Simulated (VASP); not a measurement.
# SnO2 (Pnnm) in VASP: a series of runs, part 2 of 2

VASP 6.6.1. Earlier steps stand in the parts before.

### Step 3. Single point, PBEsol+D4

This run uses another cell than the first one, of the same volume but with other edges.

Contents of INCAR:

```
SYSTEM = SnO2
ALGO     = Normal         ! electronic algorithm
EDIFF    = 1E-6           ! SCF threshold, eV
ENCUT    = 520            ! plane-wave cutoff, eV
GGA      = PS             ! functional
ISIF     = 2              ! what is computed and relaxed
ISMEAR   = 0              ! smearing method
IVDW     = 13             ! dispersion correction
LASPH    = .True.         ! aspherical terms in the spheres
LCHARG   = .True.         ! write CHGCAR
LELF     = .True.         ! ELF
LREAL    = .False.        ! projectors in reciprocal space
LVHAR    = .True.       
LWAVE    = .False.        ! write WAVECAR
NBANDS   = 35             ! bands
NELM     = 100            ! most SCF steps
PREC     = Accurate       ! precision mode
SIGMA    = 0.02           ! smearing width, eV
```

Contents of KPOINTS:

```
k-points
0
Gamma
  4 4 6
  0 0 0
```

Contents of POSCAR:

```
SnO2
1.0
    4.9476041333      0.0000000000      0.0000000000
    0.0000000000      5.0288014000      0.0000000000
    0.0000000000      0.0000000000      3.0351802289
Sn O
2 4
Direct
    0.5000000000      0.5000000000      0.5000000000
    0.0000000000      0.0000000000      0.0000000000
    0.2918550000      0.3210420000      0.0000000000
    0.7918550000      0.1789580000      0.5000000000
    0.2081450000      0.8210420000      0.5000000000
    0.7081450000      0.6789580000      0.0000000000
```

Potentials or basis: VASP PAW PBE potentials, release 64 (Sn_d, O).

Started as:

```
> cat potpaw_PBE.64/Sn_d/POTCAR potpaw_PBE.64/O/POTCAR > POTCAR
> mpirun -np 1 vasp_std > vasp.out
```

OUTCAR:

```text
SYSTEM = SnO2
   EDIFF = 1E-6
   ENCUT = 520
   GGA = PS
   ISIF = 2
   ISMEAR = 0
   IVDW = 13
   LASPH = .True.
   LREAL = .False.
   NELM = 100
   PREC = Accurate

 ion  position               nearest neighbor table
   1  0.500  0.500  0.500-   3 2.04   6 2.04   3 2.04   6 2.04   5 2.17   4 2.17
   2  0.000  0.000  0.000-   4 2.04   5 2.04   4 2.04   5 2.04   3 2.17   6 2.17
   3  0.292  0.321  0.000-   1 2.04   1 2.04   2 2.17
   4  0.792  0.179  0.500-   2 2.04   2 2.04   1 2.17
   5  0.208  0.821  0.500-   2 2.04   2 2.04   1 2.17
   6  0.708  0.679  0.000-   1 2.04   1 2.04   2 2.17

  LATTYP: Found a simple orthorhombic cell.
 ALAT       =     3.0351802289
 B/A-ratio  =     1.6300857808
 C/A-ratio  =     1.6568378221

  Lattice vectors:

 A1 = (   0.0000000000,   0.0000000000,   3.0351802289)
 A2 = (   4.9476041333,   0.0000000000,   0.0000000000)
 A3 = (   0.0000000000,   5.0288014000,   0.0000000000)

Analysis of symmetry for initial positions (statically):
=====================================================================
 Subroutine PRICEL returns:
 Original cell was already a primitive cell.

 Routine SETGRP: Setting up the symmetry group for a
 simple orthorhombic supercell.

 Subroutine GETGRP returns: Found  8 space group operations
 (whereof  4 operations were pure point group operations)
 out of a pool of  8 trial point group operations.

The static configuration has the point symmetry C_2h.
 The point group associated with its full space group is D_2h.

Analysis of symmetry for dynamics (positions and initial velocities):
=====================================================================
 Subroutine PRICEL returns:
 Original cell was already a primitive cell.

 Routine SETGRP: Setting up the symmetry group for a
 simple orthorhombic supercell.

 Subroutine GETGRP returns: Found  8 space group operations
 (whereof  4 operations were pure point group operations)
 out of a pool of  8 trial point group operations.

The dynamic configuration has the point symmetry C_2h.
 The point group associated with its full space group is D_2h.

 Subroutine INISYM returns: Found  8 space group operations
 (whereof  4 operations are pure point group operations),
 and found     1 'primitive' translations

----------------------------------------------------------------------------------------

                                     Primitive cell

  volume of cell :      75.5169

  direct lattice vectors                    reciprocal lattice vectors
     4.947604133  0.000000000  0.000000000     0.202118030  0.000000000  0.000000000
     0.000000000  5.028801400  0.000000000     0.000000000  0.198854542  0.000000000
     0.000000000  0.000000000  3.035180229     0.000000000  0.000000000  0.329469727

  length of vectors
     4.947604133  5.028801400  3.035180229     0.202118030  0.198854542  0.329469727

  position of ions in fractional coordinates (direct lattice)
     0.500000000  0.500000000  0.500000000
     0.000000000  0.000000000  0.000000000
     0.291855000  0.321042000  0.000000000
     0.791855000  0.178958000  0.500000000
     0.208145000  0.821042000  0.500000000
[... 38 lines left out ...]
            Coordinates               Weight
  0.000000  0.000000  0.000000      1.000000
  0.250000  0.000000  0.000000      2.000000
  0.500000  0.000000  0.000000      1.000000
  0.000000  0.250000  0.000000      2.000000
  0.250000  0.250000  0.000000      4.000000
  0.500000  0.250000  0.000000      2.000000
[... 16 lines left out ...]
  0.250000  0.250000  0.333333      8.000000
  0.500000  0.250000  0.333333      4.000000
 [... further k-points ...]
   k-points           NKPTS =     36   k-points in BZ     NKDIM =     36   number of bands    NBANDS=     35
   number of dos      NEDOS =    301   number of ions     NIONS =      6
   total plane-waves  NPLWV =  38400
   dimension x,y,z NGX =    40 NGY =   40 NGZ =   24
   dimension x,y,z NGXF=    80 NGYF=   80 NGZF=   48
   ions per type =               2   4
   NGX,Y,Z   is equivalent  to a cutoff of  13.44, 13.22, 13.15 a.u.
   NGXF,Y,Z  is equivalent  to a cutoff of  26.88, 26.45, 26.29 a.u.
 SYSTEM =  SnO2
   PREC   = accura    normal or accurate (medium, high low for compatibility)
   ISTART =      0    job   : 0-new  1-cont  2-samecut
   ICHARG =      2    charge: 1-file 2-atom 10-const
   ISPIN  =      1    spin polarized calculation?
   LNONCOLLINEAR =      F non collinear calculations
   LSORBIT =      F    spin-orbit coupling
   LASPH  =      T    aspherical Exc in radial PAW
   ENCUT  =  520.0 eV  38.22 Ry    6.18 a.u.   9.20  9.35  5.64*2*pi/ulx,y,z
   NELM   =    100;   NELMIN=  2; NELMDL= -5     # of ELM steps
   EDIFF  = 0.1E-05   stopping-criterion for ELM
   LREAL  =      F    real-space projection
   EDIFFG = 0.1E-04   stopping-criterion for IOM
   NSW    =      0    number of steps for IOM
   IBRION =     -1    ionic relax: 0-MD 1-quasi-New 2-CG
   NFREE  =      0    steps in history (QN), initial steepest desc. (CG)
   ISIF   =      2    stress and relaxation
   ISYM   =      2    0-nonsym 1-usesym 2-fastsym
   POTIM  = 0.5000    time-step for ionic-motion
   TEBEG  =    0.0;   TEEND  =   0.0 temperature during run
   PSTRESS=    0.0 pullay stress
   NELECT =      52.0000    total number of electrons
   NUPDOWN=      -1.0000    fix difference up-down
   EMIN   =  10.00;   EMAX   =-10.00  energy-range for DOS
   EFERMI =   0.00;   METHOD = LEGACY
   ISMEAR =     0;   SIGMA  =   0.02  broadening in eV -4-tet -1-fermi 0-gaus
   EFERMI_NEDOS =   21; number of points for ismear=-14 and -15
   IALGO  =     38    algorithm
   IMIX   =      4    mixing-type and parameters
     AMIX     =   0.40;   BMIX     =  1.00
     AMIX_MAG =   1.60;   BMIX_MAG =  1.00
  volume/ion in A,a.u.               =      12.59        84.94
  Fermi-wavevector in a.u.,A,eV,Ry     =   1.445644  2.731871 28.434627  2.089886
  Thomas-Fermi vector in A             =   2.563802
   LORBIT       =      0    0 simple, 1 ext, 2 COOP (PROOUT), +10 PAW based schemes
   GGA     = PS    functional components
   LHFCALC =     F    Hartree Fock is set to
   AEXX    =    0.0000 exact exchange contribution
   IVDW    =    13    specifies the selected vdW correction
   LEPSILON=     F    determine dielectric tensor
   LRPA    =     F    only Hartree local field effects (RPA)
 non-spin polarized calculation
 Gauss-broadening in eV      SIGMA  =   0.02
  energy-cutoff  :      520.00
  volume of cell :       75.52
 maximum number of plane-waves:      2059
 NGX is ok and might be reduce to    40

 number of electron      52.0000015 magnetization

 Free energy of the ion-electron system (eV)
  ---------------------------------------------------
  ext. energy  EPLUGINS =         0.00000000
  ---------------------------------------------------
  free energy    TOTEN  =       -39.32180743 eV

  energy without entropy =      -39.32180743  energy(sigma->0) =      -39.32180743

 E-fermi :   5.3892     XC(G=0): -11.2047

 val. band max:        5.2544585710   @ k =   0.0000   0.0000   0.0000
 cond. band min:       6.3022899129   @ k =   0.0000   0.0000   0.0000
 fundamental gap:      1.0478313419
 Fermi energy:         5.3892486935

 k-point     1 :       0.0000    0.0000    0.0000
  band No.  band energies     occupation
      1     -15.7044      2.00000
      2     -15.1869      2.00000
      3     -14.7391      2.00000
      4     -14.6874      2.00000
      5     -14.6849      2.00000
      6     -14.5920      2.00000
[... 901 lines left out ...]
     34      16.1658      0.00000
     35      17.6414      0.00000

 [... further k-points ...]

------------------------ aborting loop because EDIFF is reached ----------------------------------------

  DFT-D4 for vdW energy calculation

  Edisp (eV):   -0.87702

  FORCE on cell =-STRESS in cart. coord.  units (eV):
  Direction    XX          YY          ZZ          XY          YZ          ZX
  --------------------------------------------------------------------------------------
  -------------------------------------------------------------------------------------
  Total      -4.52582    -4.52297     5.34286     0.00000     0.00000     0.00000
  in kB     -96.02045   -95.95998   113.35502     0.00000     0.00000     0.00000
  external pressure =      -26.21 kB  Pullay stress =        0.00 kB

 VOLUME and BASIS-vectors are now :
 -----------------------------------------------------------------------------
  energy-cutoff  :      520.00
  volume of cell :       75.52
      direct lattice vectors                 reciprocal lattice vectors
     4.947604133  0.000000000  0.000000000     0.202118030  0.000000000  0.000000000
     0.000000000  5.028801400  0.000000000     0.000000000  0.198854542  0.000000000
     0.000000000  0.000000000  3.035180229     0.000000000  0.000000000  0.329469727

 POSITION                                       TOTAL-FORCE (eV/Angst)
 -----------------------------------------------------------------------------------
      2.47380      2.51440      1.51759         0.000000      0.000000      0.000000
      0.00000      0.00000      0.00000         0.000000      0.000000      0.000000
      1.44398      1.61446      0.00000        -0.002482     -0.111526      0.000000
      3.91779      0.89994      1.51759        -0.002482      0.111526      0.000000
      1.02982      4.12886      1.51759         0.002482     -0.111526     -0.000000
      3.50362      3.41434      0.00000         0.002482      0.111526     -0.000000
 -----------------------------------------------------------------------------------
    total drift:                               -0.000000      0.000000     -0.000000

  FREE ENERGIE OF THE ION-ELECTRON SYSTEM (eV)
  ---------------------------------------------------
  free  energy   TOTEN  =       -40.1988250616 eV

  energy  without entropy=      -40.1988250616  energy(sigma->0) =      -40.19882506
```

Wall time 57 s (1 thread of AMD EPYC 9R45 (Zen 5), shared host); peak memory 0.19 GiB.

What came out:

```yaml
Free_energy: -40.1988 eV
Pressure: -2.6 GPa
Largest_force: 0.112 eV/Å
Band_gap_on_the_k_mesh: 1.05 eV
Dispersion_energy_per_atom: -0.146 eV
```

Forces on the atoms (eV/Å):
```
Sn   0.000  0.000  0.000
Sn   0.000  0.000  0.000
O   -0.002 -0.112  0.000
O   -0.002  0.112  0.000
O    0.002 -0.112  0.000
O    0.002  0.112  0.000
```

Caveat: the PAW data sets were made with another functional, which shifts forces and pressure a little; spin-orbit coupling is left out, which moves the levels of the heavy elements.

### Step 4. Single point, PBEsol+D4

This run uses another cell than the first one, of the same volume but with other edges.

Contents of INCAR:

```
SYSTEM = SnO2
ALGO = Normal
EDIFF = 1E-6
ENCUT = 520
GGA = PS
ISIF = 2
ISMEAR = 0
IVDW = 13
LASPH = .TRUE.
LCHARG = .FALSE.
LREAL = .FALSE.
LWAVE = .FALSE.
NBANDS = 35
NELM = 60
PREC = Accurate
SIGMA = 0.02
```

Contents of KPOINTS:

```
k-points
0
G
  4 4 6
  0 0 0
```

Edit POSCAR of step 3 so:

```diff
@@ -2,5 +2,5 @@
 1.0
-    4.9476041333      0.0000000000      0.0000000000
-    0.0000000000      5.0288014000      0.0000000000
-    0.0000000000      0.0000000000      3.0351802289
+    5.0274042000      0.0000000000      0.0000000000
+    0.0000000000      5.1099111000      0.0000000000
+    0.0000000000      0.0000000000      2.9395900227
 Sn O
```

Started as:

```
> cat potpaw_PBE.64/Sn_d/POTCAR potpaw_PBE.64/O/POTCAR > POTCAR
> mpirun -np 1 vasp_std > vasp.out
```

Wall time 54 s (1 thread of AMD EPYC 9R45 (Zen 5), shared host); peak memory 0.19 GiB.

Results (log left out):

* Free energy: -39.7900 eV
* Pressure: 0.7 GPa
* Largest force: 0.174 eV/Å
* Band gap on the k mesh: 1.21 eV
* Dispersion energy per atom: -0.146 eV

Forces on the atoms (eV/Å):
```
Sn   0.000  0.000  0.000
Sn   0.000  0.000  0.000
O   -0.061 -0.163  0.000
O   -0.061  0.163  0.000
O    0.061 -0.163  0.000
O    0.061  0.163  0.000
```

Stress tensor (GPa, compression positive):
```
-10.45   0.00   0.00
  0.00 -10.39   0.00
  0.00   0.00  23.07
```

Levels at points of the mesh, in eV from the valence-band top:
| k point | band 24 | band 25 | band 26 | band 27 | band 28 | band 29 |
| --- | --- | --- | --- | --- | --- | --- |
| (0.00, 0.00, 0.00) | -0.72 | -0.69 | 0.00 | 1.21 | 6.67 | 6.78 |
| (0.50, 0.00, 0.00) | -0.69 | -0.58 | -0.58 | 3.86 | 3.86 | 7.64 |
| (0.00, 0.50, 0.00) | -0.82 | -0.68 | -0.68 | 4.04 | 4.04 | 8.16 |
| (0.50, 0.50, 0.00) | -0.98 | -0.74 | -0.74 | 4.66 | 4.66 | 7.83 |
| (0.00, 0.00, 0.50) | -1.34 | -1.04 | -1.04 | 5.67 | 5.67 | 8.55 |
| (0.50, 0.00, 0.50) | -0.92 | -0.91 | -0.91 | 5.89 | 5.89 | 6.77 |
| (0.00, 0.50, 0.50) | -1.07 | -0.80 | -0.80 | 5.76 | 5.76 | 6.59 |
| (0.50, 0.50, 0.50) | -0.91 | -0.80 | -0.80 | 4.22 | 4.22 | 8.40 |

Caveat: the PAW data sets were made with another functional, which shifts forces and pressure a little; spin-orbit coupling is left out, which moves the levels of the heavy elements.

### Step 5. The runs side by side

| cell | gap on the mesh (eV) | pressure (GPa) | largest force (eV/Å) |
| --- | --- | --- | --- |
| a = 4.868, b = 4.948, c = 3.136 Å, 6 atoms | 0.88 | -5.4 | 0.08 |
| a = 4.948, b = 5.029, c = 3.035 Å, 6 atoms | 1.05 | -2.6 | 0.11 |
| a = 5.027, b = 5.110, c = 2.940 Å, 6 atoms | 1.21 | 0.7 | 0.17 |

Alike in all rows: task single point; level PBEsol+D4; potentials or basis VASP PAW PBE potentials, release 64 (Sn_d, O); no spin polarisation; k mesh 4 × 4 × 6; cutoff (eV) 520; smearing gaussian 0.02 eV.

Caveats: the PAW data sets were made with another functional, which shifts forces and pressure a little; spin-orbit coupling is left out, which moves the levels of the heavy elements; the cell stands under tension (at least some runs).

Total energies depend on the potentials used, so only differences within one code and one set of settings carry meaning.
